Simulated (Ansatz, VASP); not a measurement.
# One calculation of SiSnO4, two programs

Contents of POSCAR:

```
SiSnO4
1.0
    3.2108761448     -3.1251266162      0.0000000000
    3.2108761448      3.1251266162      0.0000000000
    0.0000000000      0.0000000000      2.9445852737
Sn Si O
1 1 4
Direct
    0.5000000000      0.5000000000      0.5000000000
    0.0000000000      0.0000000000      0.0000000000
    0.1775772535      0.1775772535      0.5000000000
    0.8224227465      0.8224227465      0.5000000000
    0.7194821305      0.2805178695      0.0000000000
    0.2805178695      0.7194821305      0.0000000000
```

Contents of INCAR.step1:

```
SYSTEM = SiSnO4
  PREC = Accurate
  ENCUT = 520
  ISMEAR = 0
  SIGMA = 0.01
  LREAL = .False.
  LASPH = .True.
  NELM = 80
  NBANDS = 30
  GGA = PE
  ALGO = Normal
  EDIFF = 1E-4
  LWAVE = .True.
  LCHARG = .False.
```

Contents of INCAR.step2:

```
SYSTEM = SiSnO4
  PREC = Accurate
  ENCUT = 520
  EDIFF = 1E-6
  ISMEAR = 0
  SIGMA = 0.01
  LREAL = .False.
  LASPH = .True.
  NELM = 80
  ALGO = Normal
  ISIF = 2
  LWAVE = .False.
  LCHARG = .False.
  METAGGA = R2SCAN
  LMIXTAU = .True.
  NBANDS = 30
  ISTART = 1
```

Contents of KPOINTS:

```
Automatic mesh
0
Gamma
  6 6 8
  0 0 0
```

Input for Ansatz:

```yaml
crystal:
  lattice:
    - [3.2108761448, -3.1251266162, 0.0]
    - [3.2108761448, 3.1251266162, 0.0]
    - [0.0, 0.0, 2.9445852737]
  atoms:
    - { symbol: Sn, position: [0.5, 0.5, 0.5] }
    - { symbol: Si, position: [0.0, 0.0, 0.0] }
    - { symbol: O, position: [0.1775772535, 0.1775772535, 0.5] }
    - { symbol: O, position: [0.8224227465, 0.8224227465, 0.5] }
    - { symbol: O, position: [0.7194821305, 0.2805178695, 0.0] }
    - { symbol: O, position: [0.2805178695, 0.7194821305, 0.0] }
kpoints:
  mp_grid: { grid: [6, 6, 8] }
  band_path:
    path:
      - [0.0, 0.0, 0.0]
      - [0.5, 0.5, 0.0]
      - [0.5131746777, 0.4868253223, 0.0]
      - [0.4868253223, -0.4868253223, 0.0]
      - [0.0, 0.0, 0.5]
      - [0.4868253223, -0.4868253223, 0.5]
      - [0.5131746777, 0.4868253223, 0.5]
      - [0.5, 0.5, 0.5]
      - [0.5, 0.0, 0.0]
    npoints: 1
hamiltonian:
  xc: r2scan
scf:
  occupations: { method: fixed }
  n_extra_bands: 5
output:
  forces: true
  stress: true
  eigenvalues: true
```

Alike in both runs: task single point; functional r2SCAN; k mesh 6 × 6 × 8; no spin polarisation.

```csv
,VASP,Ansatz
version,VASP 6.6.1,Ansatz 0.2.0
potentials or method,"VASP PAW PBE potentials, release 64 (Sn_d, Si, O)","plane waves, PAW"
plane-wave cutoff (eV),520,500
occupations,"gaussian, width 0.01 eV",fixed
valence electrons in the cell,42,42
```

|  | VASP | Ansatz | Ansatz less VASP |
| --- | --- | --- | --- |
| gap on the k mesh at the Fermi level (eV) | 3.05 | 3.02 | -0.023 |
| pressure (GPa) | 1.0 | 0.0 | -0.94 |
| traceless stress, the component that is largest in VASP (GPa) | 0.37 | 0.00 | -0.373 |
| rms of the force components (eV/Å) | 0.032 | 0.000 | -0.0316 |

VASP's potentials were made for PBE, not for r2SCAN. Atom by atom the forces differ by 0.032 eV/Å (rms over components).
